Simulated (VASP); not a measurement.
# K4EuMg3F12 (a cell with a defect) in VASP: single point with PBE

Aim: the single point of K4EuMg3F12 (a cell with a defect) with PBE.

Program: VASP 6.6.1. These are calculated values, not measurements. Logs are shortened: lines on timing, memory, paths and dates and some standing lists are left out, and cuts for length are marked.

## Step 1: The cell of the first run

The cell holds a defect, 20 atoms: a = 7.022 Å, b = 7.022 Å, c = 7.022 Å, α = 109.47°, β = 109.47°, γ = 109.47°.

## Step 2: Single point, PBE, collinear spin, ferromagnetic start

The input, INCAR:

```
ALGO = Normal
EDIFF = 1E-6
ENCUT = 520
GGA = PE
ISIF = 2
ISMEAR = 0
ISPIN = 2
LASPH = True
LCHARG = False
LMAXMIX = 6
LORBIT = 11
LREAL = Auto
LWAVE = False
MAGMOM = 0 0 0 0 7 0 0 0 0 0 0 0 0 0 0 0 0 0 0 0
NBANDS = 92
NELM = 150
PREC = Accurate
SIGMA = 0.02
```

The input, KPOINTS:

```
Automatic mesh
0
Gamma
  2 2 2
  0.5 0.5 0.5
```

The input, POSCAR:

```
K4EuMg3F12
1.0
   -4.0538824298      4.0538824298      4.0538824298
    4.0538824298     -4.0538824298      4.0538824298
    4.0538824298      4.0538824298     -4.0538824298
K Eu Mg F
4 1 3 12
Direct
    0.5000000000      0.5000000000      0.5000000000
    0.0000000000      0.0000000000      0.5000000000
    0.0000000000      0.5000000000      0.0000000000
    0.5000000000      0.0000000000      0.0000000000
    0.5000000000      0.5000000000      0.0000000000
    0.0000000000      0.0000000000      0.0000000000
    0.0000000000      0.5000000000      0.5000000000
    0.5000000000      0.0000000000      0.5000000000
    0.2500000000      0.0000000000      0.2500000000
    0.7737385590      0.5000000000      0.2737385590
    0.7500000000      0.0000000000      0.7500000000
    0.2262614410      0.5000000000      0.7262614410
    0.7500000000      0.2500000000      0.5000000000
    0.2500000000      0.7500000000      0.5000000000
    0.2262614410      0.2262614410      0.0000000000
    0.7737385590      0.7737385590      0.0000000000
    0.0000000000      0.2500000000      0.2500000000
    0.5000000000      0.7737385590      0.2737385590
    0.5000000000      0.2262614410      0.7262614410
    0.0000000000      0.7500000000      0.7500000000
```

Potentials or basis: VASP PAW PBE potentials, release 64 (K_sv, Eu, Mg, F).

Launch:

```
$ cat potpaw_PBE.64/K_sv/POTCAR potpaw_PBE.64/Eu/POTCAR potpaw_PBE.64/Mg/POTCAR potpaw_PBE.64/F/POTCAR > POTCAR
$ mpirun -np 1 vasp_std > vasp.out
```

OUTCAR:

```text
EDIFF = 1E-6
   ENCUT = 520
   GGA = PE
   ISIF = 2
   ISMEAR = 0
   ISPIN = 2
   LASPH = True
   LORBIT = 11
   LREAL = Auto
   NELM = 150
   PREC = Accurate

 ion  position               nearest neighbor table
   1  0.500  0.500  0.500-   5 3.51   6 3.51   7 3.51   8 3.51   5 3.51   8 3.51   7 3.51   6 3.51

   2  0.000  0.000  0.500-   5 3.51   6 3.51   7 3.51   8 3.51   6 3.51   7 3.51   8 3.51   5 3.51

   3  0.000  0.500  0.000-   5 3.51   6 3.51   7 3.51   8 3.51   7 3.51   6 3.51   5 3.51   8 3.51
[... 9 lines left out ...]
   8  0.500  0.000  0.500-  18 1.83  19 1.83  13 2.03  14 2.03   9 2.03  11 2.03   3 3.51   4 3.51
                             1 3.51   2 3.51   4 3.51   1 3.51   2 3.51   3 3.51
   9  0.250  0.000  0.250-   6 2.03   8 2.03
  10  0.774  0.500  0.274-   7 1.83   5 2.22
  11  0.750  0.000  0.750-   6 2.03   8 2.03
  12  0.226  0.500  0.726-   7 1.83   5 2.22
  13  0.750  0.250  0.500-   7 2.03   8 2.03
  14  0.250  0.750  0.500-   7 2.03   8 2.03
  15  0.226  0.226  0.000-   6 1.83   5 2.22
  16  0.774  0.774  0.000-   6 1.83   5 2.22
  17  0.000  0.250  0.250-   6 2.03   7 2.03
  18  0.500  0.774  0.274-   8 1.83   5 2.22
  19  0.500  0.226  0.726-   8 1.83   5 2.22
  20  0.000  0.750  0.750-   6 2.03   7 2.03

  LATTYP: Found a body centered cubic cell.
 ALAT       =     8.1077648596

  Lattice vectors:

 A1 = (  -4.0538824298,   4.0538824298,   4.0538824298)
 A2 = (   4.0538824298,  -4.0538824298,   4.0538824298)
 A3 = (   4.0538824298,   4.0538824298,  -4.0538824298)

Analysis of symmetry for initial positions (statically):
=====================================================================
 Subroutine PRICEL returns:
 Original cell was already a primitive cell.

 Routine SETGRP: Setting up the symmetry group for a
 body centered cubic supercell.

 Subroutine GETGRP returns: Found 48 space group operations
 (whereof 16 operations were pure point group operations)
 out of a pool of 48 trial point group operations.

The static configuration has the point symmetry D_4h.
 The point group associated with its full space group is O_h .

Analysis of symmetry for dynamics (positions and initial velocities):
=====================================================================
 Subroutine PRICEL returns:
 Original cell was already a primitive cell.

[... 179 lines left out ...]
  ext. energy  EPLUGINS =         0.00000000
  ---------------------------------------------------
  free energy    TOTEN  =      -105.78296436 eV

  energy without entropy =     -105.78296436  energy(sigma->0) =     -105.78296436

 E-fermi :   5.8382     XC(G=0):  -9.6990

 val. band max:        5.6790575912   @ k =  -0.2500   0.2500   0.2500
 cond. band min:       6.5066344507   @ k =  -0.2500   0.2500   0.2500
 fundamental gap:      0.8275768595
 Fermi energy:         5.8382383292

 spin component 1

 k-point     1 :       0.2500    0.2500    0.2500
  band No.  band energies     occupation
      1     -36.3128      1.00000
      2     -27.5818      1.00000
      3     -27.5818      1.00000
      4     -27.5818      1.00000
      5     -27.5811      1.00000
      6     -22.0255      1.00000
[... 161 lines left out ...]
     82       8.7594      0.00000
     83       8.9478      0.00000
 Fermi energy:         5.8382383292

 spin component 2

 k-point     1 :       0.2500    0.2500    0.2500
  band No.  band energies     occupation
      1     -33.2509      1.00000
      2     -27.5782      1.00000
      3     -27.5782      1.00000
      4     -27.5782      1.00000
      5     -27.5772      1.00000
      6     -21.9687      1.00000
[... 161 lines left out ...]
     82       9.6979      0.00000
     83       9.6979      0.00000
 [bands above 83 left out]

------------------------ aborting loop because EDIFF is reached ----------------------------------------

  FORCE on cell =-STRESS in cart. coord.  units (eV):
  Direction    XX          YY          ZZ          XY          YZ          ZX
  --------------------------------------------------------------------------------------
  -------------------------------------------------------------------------------------
  Total       17.6880367     17.6880367     17.6880367     -0.0000000     -0.0000000      0.0000000
  in kB      106.3449262    106.3449262    106.3449262     -0.0000000     -0.0000000      0.0000000
  external PRESSURE =     106.3449262 kB  Pullay stress =       0.0000000 kB

 VOLUME and BASIS-vectors are now :
 -----------------------------------------------------------------------------
  energy-cutoff  :      520.00
  volume of cell :      266.49
      direct lattice vectors                 reciprocal lattice vectors
    -4.053882430  4.053882430  4.053882430     0.000000000  0.123338555  0.123338555
     4.053882430 -4.053882430  4.053882430     0.123338555  0.000000000  0.123338555
     4.053882430  4.053882430 -4.053882430     0.123338555  0.123338555  0.000000000

 POSITION                                       TOTAL-FORCE (eV/Angst)
 -----------------------------------------------------------------------------------
      2.02694      2.02694      2.02694         0.000000     -0.000000     -0.000000
      2.02694      2.02694     -2.02694         0.000000     -0.000000     -0.000000
      2.02694     -2.02694      2.02694         0.000000     -0.000000     -0.000000
     -2.02694      2.02694      2.02694         0.000000     -0.000000     -0.000000
      0.00000      0.00000      4.05388         0.000000     -0.000000     -0.000000
      0.00000      0.00000      0.00000         0.000000     -0.000000     -0.000000
[... 12 lines left out ...]
      1.83447      4.05388      0.00000        -0.031798     -0.000000     -0.000000
      6.08082      0.00000      0.00000        -0.000000     -0.000000     -0.000000
 -----------------------------------------------------------------------------------
    total drift:                                0.000000      0.000000     -0.000000

  FREE ENERGIE OF THE ION-ELECTRON SYSTEM (eV)
  ---------------------------------------------------
  free  energy   TOTEN  =      -105.7829643550 eV

  energy  without entropy=     -105.7829643550  energy(sigma->0) =     -105.78296436

 total charge

# of ion       s       p       d       f       tot
--------------------------------------------------
    1        1.955   5.590   0.028   0.000   7.573
    2        1.955   5.590   0.028   0.000   7.573
    3        1.955   5.590   0.028   0.000   7.573
    4        1.955   5.590   0.028   0.000   7.573
    5        2.039   5.868   0.386   6.868  15.160
    6        0.140   0.186   0.096   0.000   0.422
[... 12 lines left out ...]
   19        1.737   4.427   0.000   0.000   6.164
   20        1.730   4.402   0.000   0.000   6.132
--------------------------------------------------
tot         31.082  81.759   0.783   6.868 120.492

 magnetization (x)

# of ion       s       p       d       f       tot
--------------------------------------------------
    1        0.000   0.000   0.003   0.000   0.004
    2        0.000   0.000   0.003   0.000   0.004
    3        0.000   0.000   0.003   0.000   0.004
    4        0.000   0.000   0.003   0.000   0.004
    5       -0.016  -0.111   0.038   6.745   6.657
    6        0.000   0.000   0.000   0.000   0.000
[... 12 lines left out ...]
   19       -0.001  -0.002   0.000   0.000  -0.002
   20        0.000  -0.000   0.000   0.000  -0.000
--------------------------------------------------
tot         -0.017  -0.121   0.049   6.745   6.656
```

stdout:

```text
POSCAR found type information on POSCAR K EuMgF
 POSCAR found :  4 types and      20 ions
 scaLAPACK will be used
 LDA part: xc-table for (Slater+PW92), standard interpolation
 POSCAR, INCAR and KPOINTS ok, starting setup
 FFT: planning ... GRIDC
 FFT: planning ... GRID_SOFT
 FFT: planning ... GRID
 WAVECAR not read
 entering main loop
```

Run time: 6.7 min. Hardware: 1 thread of Intel Xeon 6975P-C (Granite Rapids), shared host; peak memory 0.54 GiB.

Results:

* Free energy: -105.7830 eV
* Pressure: 10.6 GPa
* Largest force: 0.032 eV/Å
* Band gap on the k mesh: 0.83 eV
* Net moment: 7.00 μB per cell
* Site moments: K +0.00; Eu +6.66; Mg +0.00; F -0.00 μB
* Valence electrons inside the program's atomic spheres: K 7.57; Eu 15.16; Mg 0.42; F 6.13, 6.16 (each value once)

Forces in eV/Å, atoms in the order of the input:
```
K    0.000  0.000  0.000
K    0.000  0.000  0.000
K    0.000  0.000  0.000
K    0.000  0.000  0.000
Eu   0.000  0.000  0.000
Mg   0.000  0.000  0.000
Mg   0.000  0.000  0.000
Mg   0.000  0.000  0.000
F    0.000  0.000  0.000
F    0.000  0.032  0.000
F    0.000  0.000  0.000
F    0.000 -0.032  0.000
F    0.000  0.000  0.000
F    0.000  0.000  0.000
F    0.000  0.000 -0.032
F    0.000  0.000  0.032
F    0.000  0.000  0.000
F    0.032  0.000  0.000
F   -0.032  0.000  0.000
F    0.000  0.000  0.000
```

Caveat: the k points lie up to 0.55 Å⁻¹ apart; spin-orbit coupling is left out, which moves the levels of the heavy elements; semilocal functionals describe open f shells poorly, which spoils levels, moments and volumes.
